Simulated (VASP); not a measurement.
Wanted: the native input for a VASP 6.6.1 run.

- Task: relaxation of cell and atoms
- Functional: r2SCAN
- Potentials or basis: VASP PAW PBE potentials, release 64 (Si)
- Cutoff: 550 eV
- k mesh: 10 × 10 × 10
- Occupations: methfessel-paxton, width 0.05 eV
- Spin: no spin polarisation
- Target pressure: 20 GPa
- Dipole correction: no
- Further INCAR settings: ALGO = Normal; EDIFF = 1e-07; IBRION = 2; EDIFFG = -0.01; NSW = 60; ISIF = 3

Si:

```
Si
1.0
    -1.56500    1.56500    1.56500
     1.56500   -1.56500    1.56500
     1.56500    1.56500   -1.56500
Si
1
Direct
  0.00000 0.00000 0.00000
```

This isn't the form of Si at room conditions, which is diamond.

One way to write it, as run:

POSCAR

```
Si
1.0
   -1.5650000000      1.5650000000      1.5650000000
    1.5650000000     -1.5650000000      1.5650000000
    1.5650000000      1.5650000000     -1.5650000000
Si
1
Direct
    0.0000000000      0.0000000000      0.0000000000
```

INCAR.step1

```
SYSTEM = Si
PREC     = Accurate       ! precision mode
ENCUT    = 550            ! plane-wave cutoff, eV
ISMEAR   = 1              ! smearing method
SIGMA    = 0.05           ! smearing width, eV
LREAL    = .FALSE.        ! projectors in reciprocal space
LASPH    = .TRUE.         ! aspherical terms in the spheres
NELM     = 120            ! most SCF steps
GGA      = PE             ! functional
ALGO     = Normal         ! electronic algorithm
EDIFF    = 1E-5           ! SCF threshold, eV
LWAVE    = .TRUE.         ! write WAVECAR
LCHARG   = .FALSE.        ! write CHGCAR
GGA_COMPAT= .FALSE.      
IBRION   = 2              ! ionic algorithm
ISIF     = 3              ! what is computed and relaxed
EDIFFG   = -0.005         ! ionic threshold
NELMIN   = 4            
NSW      = 100            ! ionic steps
```

INCAR.step2

```
SYSTEM = Si
PREC     = Accurate       ! precision mode
ENCUT    = 550            ! plane-wave cutoff, eV
EDIFF    = 1E-7           ! SCF threshold, eV
ISMEAR   = 1              ! smearing method
SIGMA    = 0.05           ! smearing width, eV
LREAL    = .FALSE.        ! projectors in reciprocal space
LASPH    = .TRUE.         ! aspherical terms in the spheres
NELM     = 120            ! most SCF steps
ALGO     = Normal         ! electronic algorithm
ISIF     = 3              ! what is computed and relaxed
LWAVE    = .FALSE.        ! write WAVECAR
LCHARG   = .FALSE.        ! write CHGCAR
METAGGA  = R2SCAN         ! meta-GGA
LMIXTAU  = .TRUE.       
IBRION   = 2              ! ionic algorithm
NSW      = 60             ! ionic steps
EDIFFG   = -0.01          ! ionic threshold
PSTRESS  = 200.0        
ISTART   = 1            
GGA_COMPAT= .FALSE.      
NELMIN   = 4
```

KPOINTS

```
regular mesh
0
G
  10 10 10
  0 0 0
```

Potentials or basis: VASP PAW PBE potentials, release 64 (Si).

Launch:

```sh
$ cat potpaw_PBE.64/Si/POTCAR > POTCAR
$ cp INCAR.step1 INCAR
$ mpirun -np 1 vasp_std > vasp.out
$ cp INCAR.step2 INCAR
$ mpirun -np 1 vasp_std > vasp.out
```

It gave:

```
Relaxed volume                                             : 12.20 Å³/atom
Relaxed cell                                               : a = 2.512 Å, b = 2.512 Å, c = 2.512 Å, α = 109.47°, β = 109.47°, γ = 109.47°
Space group after relaxing (to 0.1 Å)                      : Im-3m (No. 229)
Energy change on relaxing (the run minimises the enthalpy) : +79.2 meV/atom
Ionic steps                                                : 8
Pressure after relaxing                                    : 19.9 GPa
Band gap on the k mesh                                     : zero (bands 2 and 3 overlap by 18.40 eV)
```

Caveat: the cell is relaxed towards a set pressure, so the run minimises the enthalpy, not the energy; the volume moved by over 15 % at a fixed basis, so the end points are rough; the PAW data sets were made with another functional, which shifts forces and pressure a little.

It took 82 s on 1 thread of Intel(R) Xeon(R) Platinum 8259CL CPU @ 2.50GHz (Skylake/Cascade Lake), with other jobs on the host, peak memory 0.14 GiB.
